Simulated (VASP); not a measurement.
# LiH (Fm-3m) in VASP: further runs

The runs below take LiH through single point, with PBE exchange alone, PBE.

All numbers are computed with VASP 6.6.1; they aren't measurements. Logs are shortened: lines on timing, memory, paths and dates and some standing lists are left out, and cuts for length are marked.

## (1) The cell of the first run

The structure is cubic, space group Fm-3m (No. 225). The conventional cell has a = 4.018 Å, b = 4.018 Å, c = 4.018 Å, α = 90.00°, β = 90.00°, γ = 90.00°. Li (site symmetry m-3m) has 6 H at 2.01 Å within 2.7 Å. H (site symmetry m-3m) has 6 Li at 2.01 Å within 2.7 Å.

## (2) Single point, PBE exchange alone

The input, INCAR:

```
SYSTEM = LiH
AGGAC = 0.0 ; ALDAC = 0.0
ALGO = Normal ; EDIFF = 1E-6
ENCUT = 520 ; GGA = PE
ISIF = 2 ; ISMEAR = 0
LASPH = .TRUE. ; LCHARG = .TRUE.
LELF = .TRUE. ; LREAL = .FALSE.
LVHAR = .TRUE. ; LWAVE = .FALSE.
NBANDS = 9 ; NELM = 60
PREC = Accurate ; SIGMA = 0.01
```

The input, KPOINTS:

```
k-points
0
G
  11 11 11
  0 0 0
```

The input, POSCAR:

```
LiH
1.0
    0.0000000000      2.0092229770      2.0092229770
    2.0092229770      0.0000000000      2.0092229770
    2.0092229770      2.0092229770      0.0000000000
Li H
1 1
Direct
    0.0000000000      0.0000000000      0.0000000000
    0.5000000000      0.5000000000      0.5000000000
```

Potentials or basis: VASP PAW PBE potentials, release 64 (Li_sv, H).

Launch:

```
> cat potpaw_PBE.64/Li_sv/POTCAR potpaw_PBE.64/H/POTCAR > POTCAR
> mpirun -np 1 vasp_std > vasp.out
```

OUTCAR:

```text
SYSTEM = LiH
   EDIFF = 1E-6
   ENCUT = 520
   GGA = PE
   ISIF = 2
   ISMEAR = 0
   LASPH = .TRUE.
   LREAL = .FALSE.
   NELM = 60
   PREC = Accurate

 ion  position               nearest neighbor table
   1  0.000  0.000  0.000-
   2  0.500  0.500  0.500-

  LATTYP: Found a face centered cubic cell.
 ALAT       =     4.0184459540

  Lattice vectors:

 A1 = (   0.0000000000,   2.0092229770,   2.0092229770)
 A2 = (   2.0092229770,   0.0000000000,   2.0092229770)
 A3 = (   2.0092229770,   2.0092229770,   0.0000000000)

Analysis of symmetry for initial positions (statically):
=====================================================================
 Subroutine PRICEL returns:
 Original cell was already a primitive cell.

 Routine SETGRP: Setting up the symmetry group for a
 face centered cubic supercell.

 Subroutine GETGRP returns: Found 48 space group operations
 (whereof 48 operations were pure point group operations)
 out of a pool of 48 trial point group operations.

The static configuration has the point symmetry O_h .

Analysis of symmetry for dynamics (positions and initial velocities):
=====================================================================
 Subroutine PRICEL returns:
 Original cell was already a primitive cell.

 Routine SETGRP: Setting up the symmetry group for a
 face centered cubic supercell.

 Subroutine GETGRP returns: Found 48 space group operations
 (whereof 48 operations were pure point group operations)
 out of a pool of 48 trial point group operations.

The dynamic configuration has the point symmetry O_h .

 Subroutine INISYM returns: Found 48 space group operations
 (whereof 48 operations are pure point group operations),
 and found     1 'primitive' translations

----------------------------------------------------------------------------------------

                                     Primitive cell

  volume of cell :      16.2224

  direct lattice vectors                    reciprocal lattice vectors
     0.000000000  2.009222977  2.009222977    -0.248852420  0.248852420  0.248852420
     2.009222977  0.000000000  2.009222977     0.248852420 -0.248852420  0.248852420
     2.009222977  2.009222977  0.000000000     0.248852420  0.248852420 -0.248852420

  length of vectors
     2.841470384  2.841470384  2.841470384     0.431025035  0.431025035  0.431025035

  position of ions in fractional coordinates (direct lattice)
     0.000000000  0.000000000  0.000000000
     0.500000000  0.500000000  0.500000000

  ion indices of the primitive-cell ions
   primitive index   ion index
                 1           1
                 2           2

----------------------------------------------------------------------------------------

 KPOINTS: k-points

Automatic generation of k-mesh.
 Grid dimensions read from file:
 generate k-points for:   11   11   11

 Generating k-lattice:

  Cartesian coordinates                     Fractional coordinates (reciprocal lattice)
    -0.022622947  0.022622947  0.022622947     0.090909091  0.000000000  0.000000000
     0.022622947 -0.022622947  0.022622947     0.000000000  0.090909091  0.000000000
     0.022622947  0.022622947 -0.022622947     0.000000000  0.000000000  0.090909091

  Length of vectors
     0.039184094  0.039184094  0.039184094

  Shift w.r.t. Gamma in fractional coordinates (k-lattice)
     0.000000000  0.000000000  0.000000000

 Subroutine IBZKPT returns following result:
 ===========================================

 Found     56 irreducible k-points:

 Following reciprocal coordinates:
            Coordinates               Weight
  0.000000  0.000000  0.000000      1.000000
  0.090909  0.000000  0.000000      8.000000
  0.181818  0.000000  0.000000      8.000000
  0.272727  0.000000  0.000000      8.000000
  0.363636  0.000000  0.000000      8.000000
  0.454545  0.000000  0.000000      8.000000
[... 16 lines left out ...]
 -0.272727  0.181818  0.000000     24.000000
 -0.181818  0.181818  0.000000     12.000000
 [... further k-points ...]
   k-points           NKPTS =     56   k-points in BZ     NKDIM =     56   number of bands    NBANDS=      9
   number of dos      NEDOS =    301   number of ions     NIONS =      2
   total plane-waves  NPLWV =  13824
   dimension x,y,z NGX =    24 NGY =   24 NGZ =   24
   dimension x,y,z NGXF=    48 NGYF=   48 NGZF=   48
   ions per type =               1   1
   NGX,Y,Z   is equivalent  to a cutoff of  14.04, 14.04, 14.04 a.u.
   NGXF,Y,Z  is equivalent  to a cutoff of  28.08, 28.08, 28.08 a.u.
 SYSTEM =  LiH
   PREC   = accura    normal or accurate (medium, high low for compatibility)
   ISTART =      0    job   : 0-new  1-cont  2-samecut
   ICHARG =      2    charge: 1-file 2-atom 10-const
   ISPIN  =      1    spin polarized calculation?
   LNONCOLLINEAR =      F non collinear calculations
   LSORBIT =      F    spin-orbit coupling
   LASPH  =      T    aspherical Exc in radial PAW
   ENCUT  =  520.0 eV  38.22 Ry    6.18 a.u.   5.28  5.28  5.28*2*pi/ulx,y,z
   NELM   =     60;   NELMIN=  2; NELMDL= -5     # of ELM steps
   EDIFF  = 0.1E-05   stopping-criterion for ELM
   LREAL  =      F    real-space projection
   EDIFFG = 0.1E-04   stopping-criterion for IOM
   NSW    =      0    number of steps for IOM
   IBRION =     -1    ionic relax: 0-MD 1-quasi-New 2-CG
   NFREE  =      0    steps in history (QN), initial steepest desc. (CG)
   ISIF   =      2    stress and relaxation
   ISYM   =      2    0-nonsym 1-usesym 2-fastsym
   POTIM  = 0.5000    time-step for ionic-motion
   TEBEG  =    0.0;   TEEND  =   0.0 temperature during run
   PSTRESS=    0.0 pullay stress
   NELECT =       4.0000    total number of electrons
   NUPDOWN=      -1.0000    fix difference up-down
   EMIN   =  10.00;   EMAX   =-10.00  energy-range for DOS
   EFERMI =   0.00;   METHOD = LEGACY
   ISMEAR =     0;   SIGMA  =   0.01  broadening in eV -4-tet -1-fermi 0-gaus
   EFERMI_NEDOS =   21; number of points for ismear=-14 and -15
   IALGO  =     38    algorithm
   IMIX   =      4    mixing-type and parameters
     AMIX     =   0.40;   BMIX     =  1.00
     AMIX_MAG =   1.60;   BMIX_MAG =  1.00
  volume/ion in A,a.u.               =       8.11        54.74
  Fermi-wavevector in a.u.,A,eV,Ry     =   1.026573  1.939943 14.338541  1.053853
  Thomas-Fermi vector in A             =   2.160473
   LORBIT       =      0    0 simple, 1 ext, 2 COOP (PROOUT), +10 PAW based schemes
   GGA     = PE    functional components
   LHFCALC =     F    Hartree Fock is set to
   AEXX    =    0.0000 exact exchange contribution
   IVDW    =     0    specifies the selected vdW correction
   LEPSILON=     F    determine dielectric tensor
   LRPA    =     F    only Hartree local field effects (RPA)
 non-spin polarized calculation
 Gauss-broadening in eV      SIGMA  =   0.01
  energy-cutoff  :      520.00
  volume of cell :       16.22
 maximum number of plane-waves:       448
 NGX is ok and might be reduce to    24
   NGX = 11   NGY = 11   NGZ = 11

 number of electron       3.9999995 magnetization

 Free energy of the ion-electron system (eV)
  ---------------------------------------------------
  ext. energy  EPLUGINS =         0.00000000
  ---------------------------------------------------
  free energy    TOTEN  =        -5.18885749 eV

  energy without entropy =       -5.18885749  energy(sigma->0) =       -5.18885749

 E-fermi :   1.2058     XC(G=0):  -6.9896

 val. band max:        1.1075346618   @ k =  -0.4545   0.4545   0.0000
 cond. band min:       4.7986894810   @ k =  -0.4545   0.4545   0.0000
 fundamental gap:      3.6911548192
 Fermi energy:         1.2058320942

 k-point     1 :       0.0000    0.0000    0.0000
  band No.  band energies     occupation
      1     -43.4500      2.00000
      2      -3.9872      2.00000
      3      17.4313      0.00000
      4      19.0384      0.00000
      5      19.0384      0.00000
      6      19.0385      0.00000
      7      24.2571      0.00000
      8      24.2571      0.00000
      9      24.2571      0.00000

 k-point     2 :       0.0909    0.0000    0.0000
  band No.  band energies     occupation
      1     -43.4466      2.00000
      2      -3.8448      2.00000
      3      16.1946      0.00000
      4      18.3497      0.00000
      5      18.7533      0.00000
      6      18.7533      0.00000
      7      23.7680      0.00000
      8      24.9193      0.00000
      9      24.9193      0.00000

 k-point     3 :       0.1818    0.0000    0.0000
  band No.  band energies     occupation
      1     -43.4375      2.00000
      2      -3.4280      2.00000
      3      13.4101      0.00000
      4      17.2658      0.00000
      5      18.2350      0.00000
      6      18.2351      0.00000
      7      24.3387      0.00000
      8      24.9648      0.00000
      9      24.9649      0.00000

 k-point     4 :       0.2727    0.0000    0.0000
  band No.  band energies     occupation
      1     -43.4255      2.00000
      2      -2.7762      2.00000
      3      10.5447      0.00000
      4      16.2798      0.00000
      5      17.8625      0.00000
      6      17.8626      0.00000
      7      23.0186      0.00000
      8      23.0186      0.00000
      9      25.6072      0.00000
[... 205 lines left out ...]
 k-point    22 :      -0.3636    0.1818    0.0000
  band No.  band energies     occupation
      1     -43.4043      2.00000
      2      -0.9756      2.00000
      3       7.2956      0.00000
      4      11.1897      0.00000
      5      16.1500      0.00000
      6      17.1222      0.00000
      7      23.6814      0.00000
      8      26.4567      0.00000
      9      28.5616      0.00000

 k-point    23 :      -0.2727    0.1818    0.0000
  band No.  band energies     occupation
      1     -43.4115      2.00000
      2      -1.7332      2.00000
      3       9.1608      0.00000
      4      11.3195      0.00000
      5      17.2147      0.00000
      6      17.4616      0.00000
      7      23.1398      0.00000
      8      26.4977      0.00000
      9      27.5547      0.00000

 k-point    24 :      -0.1818    0.1818    0.0000
  band No.  band energies     occupation
      1     -43.4216      2.00000
      2      -2.5142      2.00000
      3      11.6758      0.00000
      4      11.8923      0.00000
      5      17.5160      0.00000
      6      18.9417      0.00000
      7      22.6683      0.00000
      8      25.0532      0.00000
      9      26.7166      0.00000

 [... further k-points ...]

------------------------ aborting loop because EDIFF is reached ----------------------------------------

  FORCE on cell =-STRESS in cart. coord.  units (eV):
  Direction    XX          YY          ZZ          XY          YZ          ZX
  --------------------------------------------------------------------------------------
  -------------------------------------------------------------------------------------
  Total        0.4302967      0.4302967      0.4302967      0.0000000      0.0000000     -0.0000000
  in kB       42.4975760     42.4975760     42.4975760      0.0000000      0.0000000     -0.0000000
  external PRESSURE =      42.4975760 kB  Pullay stress =       0.0000000 kB

 VOLUME and BASIS-vectors are now :
 -----------------------------------------------------------------------------
  energy-cutoff  :      520.00
  volume of cell :       16.22
      direct lattice vectors                 reciprocal lattice vectors
     0.000000000  2.009222977  2.009222977    -0.248852420  0.248852420  0.248852420
     2.009222977  0.000000000  2.009222977     0.248852420 -0.248852420  0.248852420
     2.009222977  2.009222977  0.000000000     0.248852420  0.248852420 -0.248852420

 POSITION                                       TOTAL-FORCE (eV/Angst)
 -----------------------------------------------------------------------------------
      0.00000      0.00000      0.00000         0.000000      0.000000     -0.000000
      2.00922      2.00922      2.00922        -0.000000     -0.000000      0.000000
 -----------------------------------------------------------------------------------
    total drift:                                0.000000     -0.000000     -0.000000

  FREE ENERGIE OF THE ION-ELECTRON SYSTEM (eV)
  ---------------------------------------------------
  free  energy   TOTEN  =        -5.1888574889 eV

  energy  without entropy=       -5.1888574889  energy(sigma->0) =       -5.18885749
```

It took 8.2 s on 1 thread of AMD EPYC 9R14 (Zen 4), shared host; peak memory 0.1 GiB.

What came out:

| Quantity | Value |
| --- | --- |
| Free energy | -5.1889 eV |
| Band gap on the k mesh | 3.69 eV, direct |

Levels at points of the mesh, in eV from the valence-band top:
```tsv
k point	band 1	band 2	band 3	band 4	band 5	band 6
(0.00, 0.00, 0.00)	-44.56	-5.09	16.32	17.93	17.93	17.93
```

Caveat: the cutoff is under 1.25 times the usual one of these potentials, so pressure, stress and relaxed cells hold a basis-set (Pulay) error. A k mesh can miss the band edges.

(Continued in part 2 of 2.)
